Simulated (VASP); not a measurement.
Set up this calculation in VASP 6.6.1, as the native input.

```
Task                   : relaxation of shape and atoms at fixed volume
Functional             : PBE
Potentials or basis    : VASP PAW PBE potentials, release 64 (Si, Ni)
Cutoff                 : 600 eV
k mesh                 : 12 × 12 × 8
Occupations            : gaussian, width 0.1 eV
Spin                   : no spin polarisation
Dipole correction      : no
Further INCAR settings : ALGO = Fast; EDIFF = 1e-06; IBRION = 2; EDIFFG = -0.01; NSW = 50; ISIF = 4
```

The structure of SiNi2 lies in POSCAR:

```
SiNi2
1.0
    3.8373197899      0.0000000000      0.0000000000
   -1.9186598950      3.3232164205      0.0000000000
    0.0000000000      0.0000000000      4.8761842653
Si Ni
2 4
Direct
    0.3333333333      0.6666666667      0.7500000000
    0.6666666667      0.3333333333      0.2500000000
    0.0000000000      0.0000000000      0.0000000000
    0.0000000000      0.0000000000      0.5000000000
    0.3333333333      0.6666666667      0.2500000000
    0.6666666667      0.3333333333      0.7500000000
```

This cell differs from its parent crystal: volume scaled by 0.94.

The input as run:

INCAR

```
SYSTEM = SiNi2
  ALGO = Fast
  EDIFF = 1E-6
  EDIFFG = -0.01
  ENCUT = 600
  GGA = PE
  IBRION = 2
  ISIF = 4
  ISMEAR = 0
  LASPH = .TRUE.
  LCHARG = .FALSE.
  LREAL = .FALSE.
  LWAVE = .FALSE.
  NELM = 100
  NSW = 50
  PREC = Accurate
  SIGMA = 0.1
```

KPOINTS

```
k-points
0
G
  12 12 8
  0 0 0
```

Potentials or basis: VASP PAW PBE potentials, release 64 (Si, Ni).

The run is started by

```console
$ cat potpaw_PBE.64/Si/POTCAR potpaw_PBE.64/Ni/POTCAR > POTCAR
$ mpirun -np 1 vasp_std > vasp.out
```

Results of the run:

| Quantity | Value |
| --- | --- |
| Energy gained by relaxing | 0.1 meV/atom |
| Ionic steps | 2 |
| Pressure after relaxing | 14.3 GPa |
| Band gap on the k mesh | zero (band 24 reaches 14.79 eV, above the bottom of band 25 at 11.33 eV) |

Wall time 7.2 min on 1 thread of Oxide Virtual Turin-like Processor, with other jobs on the host, peak memory 0.28 GiB.
